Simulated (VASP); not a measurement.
Here is a VASP 6.6.1 calculation.

INCAR

```
  PREC = Accurate
  ENCUT = 700
  EDIFF = 1E-6
  ISMEAR = 0
  SIGMA = 0.1
  LREAL = F
  LASPH = T
  NELM = 200
  ALGO = Normal
  ISIF = 2
  LWAVE = F
  LCHARG = F
  ISPIN = 2
  MAGMOM = 1 1 0
  LORBIT = 11
  LMAXMIX = 4
  GGA = PE
  NBANDS = 31
  GGA_COMPAT = F
```

KPOINTS

```
regular mesh
0
Gamma
  6 6 4
```

The input POSCAR:

```
Ir2O
1.0
    3.3663045000      0.0000000000      0.0000000000
   -1.6831522500      2.9153052100      0.0000000000
    0.0000000000      0.0000000000      3.8668151400
Ir O
2 1
Direct
    0.3333333300      0.6666666700      0.0000000000
    0.6666666700      0.3333333300      0.0000000000
    0.0000000000      0.0000000000      0.0000000000
```

Potentials or basis: VASP PAW PBE potentials, release 64 (Ir_sv_GW, O).

Command:

```bash
$ cat potpaw_PBE.64/Ir_sv_GW/POTCAR potpaw_PBE.64/O/POTCAR > POTCAR
$ mpirun -np 1 vasp_std > vasp.out
```

Problem. Estimate the net moment.

Solution. 0.00 μB per cell.

Problem. What does it give for the pressure?

Solution. 303.8 GPa.

Problem. Predict the band gap on the k mesh.

Solution. Zero (filled and empty bands overlap).

Stress tensor (GPa, compression positive):
```
455.37   0.00   0.00
  0.00 455.37   0.00
  0.00   0.00   0.62
```

Caveat: the k points lie up to 0.41 Å⁻¹ apart; atoms lie so close that the PAW spheres overlap strongly, which falsifies energies and pressures; spin-orbit coupling is left out, which moves the levels of the heavy elements.
